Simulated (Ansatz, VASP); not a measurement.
This is a calculation of Os for VASP 6.6.1.

File INCAR:

```
SYSTEM = Os
PREC     = Accurate       ! precision mode
ENCUT    = 520            ! plane-wave cutoff, eV
EDIFF    = 1E-6           ! SCF threshold, eV
ISMEAR   = -1             ! smearing method
SIGMA    = 0.05           ! smearing width, eV
LREAL    = .False.        ! projectors in reciprocal space
LASPH    = .True.         ! aspherical terms in the spheres
NELM     = 60             ! most SCF steps
ALGO     = Normal         ! electronic algorithm
ISIF     = 2              ! what is computed and relaxed
LWAVE    = .False.        ! write WAVECAR
LCHARG   = .False.        ! write CHGCAR
GGA      = PE             ! functional
IVDW     = 13             ! dispersion correction
NBANDS   = 15             ! bands
```

Contents of KPOINTS:

```
Automatic mesh
0
Gamma
  11 11 6
  0 0 0
```

Contents of POSCAR:

```
Os
1.0
    2.7877234178      0.0000000000      0.0000000000
   -1.3938617089      2.4142392985      0.0000000000
    0.0000000000      0.0000000000      4.4044215090
Os
2
Direct
    0.6666666667      0.3333333333      0.7500000000
    0.3333333333      0.6666666667      0.2500000000
```

Potentials or basis: VASP PAW PBE potentials, release 64 (Os).

Command:

```sh
$ cat potpaw_PBE.64/Os/POTCAR > POTCAR
$ mpirun -np 1 vasp_std > vasp.out
```

Translate it to Ansatz 0.2.0. Potentials there: Ansatz PAW.

As run (the cutoff follows the program's own potentials):

input.yaml

```yaml
crystal:
  lattice:
    - [2.7877234178, 0.0, 0.0]
    - [-1.3938617089, 2.4142392985, 0.0]
    - [0.0, 0.0, 4.404421509]
  atoms:
    - { symbol: Os, position: [0.6666666667, 0.3333333333, 0.75] }
    - { symbol: Os, position: [0.3333333333, 0.6666666667, 0.25] }
hamiltonian:
  xc: pbe
  pseudopotentials: { kind: paw }
  dispersion: d4
kpoints:
  mp_grid: { grid: [11, 11, 6] }
scf:
  occupations: { method: fermi_dirac, width: 0.05 }
output:
  forces: true
  stress: true
  eigenvalues: true
```

Potentials or basis: Ansatz PAW.

The run is started by

```bash
$ ansatz run input.yaml --threads 2 --pin off --max-ram 5120MiB --backend cpu --events-out ev --progress --plain --runs-dir out
```

Both were run:

|  | VASP | Ansatz | Ansatz less VASP |
| --- | --- | --- | --- |
| gap on the k mesh at the Fermi level (eV) | none | none | - |
| pressure (GPa) | -20.6 | -20.2 | +0.36 |
| traceless stress, the component that is largest in VASP (GPa) | -0.86 | -0.75 | +0.102 |

A gap of «none» marks a metal or a gap that the smearing closes. VASP's potentials hold 16 valence electrons a cell and Ansatz's 32, so a difference there can come from the potentials and not from the codes.

Spin-orbit coupling is off throughout.
